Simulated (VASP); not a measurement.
A run of VASP 6.6.1 is set up as follows.

File POSCAR:

```
MnSb
1.0
    0.0000000000      2.7950160000      2.7950160000
    2.7950160000      0.0000000000      2.7950160000
    2.7950160000      2.7950160000      0.0000000000
Sb Mn
1 1
Direct
    0.5000000000      0.5000000000      0.5000000000
    0.0000000000      0.0000000000      0.0000000000
```

INCAR.step1

```
PREC = Accurate
ENCUT = 600
ISMEAR = -1
SIGMA = 0.05
LREAL = F
LASPH = T
NELM = 150
ISPIN = 2
MAGMOM = 0 4
LMAXMIX = 4
LDAU = T
LDAUTYPE = 2
LDAUL = -1 2
LDAUU = 0 6
LDAUJ = 0 0
GGA = PE
ALGO = Normal
EDIFF = 1E-4
LWAVE = T
LCHARG = F
```

The input INCAR.step2:

```
PREC = Accurate
ENCUT = 600
EDIFF = 1E-7
ISMEAR = -1
SIGMA = 0.05
LREAL = F
LASPH = T
NELM = 150
ALGO = Normal
ISIF = 3
LWAVE = F
LCHARG = F
ISPIN = 2
MAGMOM = 0 4
LORBIT = 11
LMAXMIX = 4
LDAU = T
LDAUTYPE = 2
LDAUL = -1 2
LDAUU = 0 6
LDAUJ = 0 0
LDAUPRINT = 1
METAGGA = R2SCAN
LMIXTAU = T
IBRION = 2
NSW = 60
EDIFFG = -0.01
ISTART = 1
```

KPOINTS

```
regular mesh
0
Gamma
  8 8 8
```

Potentials or basis: VASP PAW PBE potentials, release 64 (Sb, Mn_pv).

The run is started by

```bash
$ cat potpaw_PBE.64/Sb/POTCAR potpaw_PBE.64/Mn_pv/POTCAR > POTCAR
$ cp INCAR.step1 INCAR
$ mpirun -np 1 vasp_std > vasp.out
$ cp INCAR.step2 INCAR
$ mpirun -np 1 vasp_std > vasp.out
```

Question: What does it give for the relaxed volume?

Answer: 25.26 Å³/atom.

Question: What does it give for the net moment?

Answer: 4.18 μB per cell.

Question: What does it give for the space group after relaxing (to 0.1 Å)?

Answer: Fm-3m (No. 225).

Question: Estimate the site moments.

Answer: Sb -0.34; Mn +4.62 μB.

Final structure:
```
Sb Mn
1.0
     0.00000    2.93401    2.93401
     2.93401    0.00000    2.93401
     2.93401    2.93401    0.00000
Sb Mn
1 1
Direct
  0.50000 0.50000 0.50000
  0.00000 0.00000 0.00000
```

Caveat: the volume moved by over 15 % at a fixed basis, so the end points are rough; the PAW data sets were made with another functional, which shifts forces and pressure a little; a cell with one magnetic atom can't hold antiferromagnetic order, which such compounds often take; the U is typed as a test and isn't derived for this compound. The state reached can hang on the start; a lower one may exist.
